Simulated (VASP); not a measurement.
LiInPt, 3 atoms in the cell. The structure is hexagonal, space group P-6m2 (No. 187). The conventional cell has a = 3.698 Å, b = 3.698 Å, c = 2.526 Å, α = 90.00°, β = 90.00°, γ = 120.00°. Li (site symmetry -6m2) has 3 Pt at 2.14 Å and 6 In at 2.48 Å and 2 Li at 2.53 Å within 2.8 Å. Within 3.3 Å of In (site symmetry -6m2) lie 6 Pt at 2.48 Å and 6 Li at 2.48 Å and 2 In at 2.53 Å. Within 2.8 Å of Pt (site symmetry -6m2) lie 3 Li at 2.14 Å and 6 In at 2.48 Å and 2 Pt at 2.53 Å. 

```yaml
Program: VASP 6.6.1
Task: electric field gradients
Functional: PBEsol
Potentials_or_basis: VASP PAW PBE potentials, release 64 (Li_sv, In_d, Pt)
Cutoff: 650 eV
k_mesh: 9 × 9 × 12
Occupations: fermi-dirac, width 0.05 eV
Spin: collinear spin, zero start
Starting_moments: "[0.0, 0.0, 0.0] μB"
Dipole_correction: no
Further_INCAR_settings: ALGO = Normal; EDIFF = 1e-08; NBANDS = 24
```

Potentials or basis: VASP PAW PBE potentials, release 64 (Li_sv, In_d, Pt).

Command:

```bash
$ cat potpaw_PBE.64/Li_sv/POTCAR potpaw_PBE.64/In_d/POTCAR potpaw_PBE.64/Pt/POTCAR > POTCAR
$ mpirun -np 1 vasp_std > vasp.out
```

Hardware: 1 thread of Oxide Virtual Turin-like Processor, on a shared host.

Task: How long does it take, and how much memory?

Result: It took 5.2 min on 1 thread of Oxide Virtual Turin-like Processor, on a shared host, peak memory 0.25 GiB. Counts: scf iterations 17, k points 84.
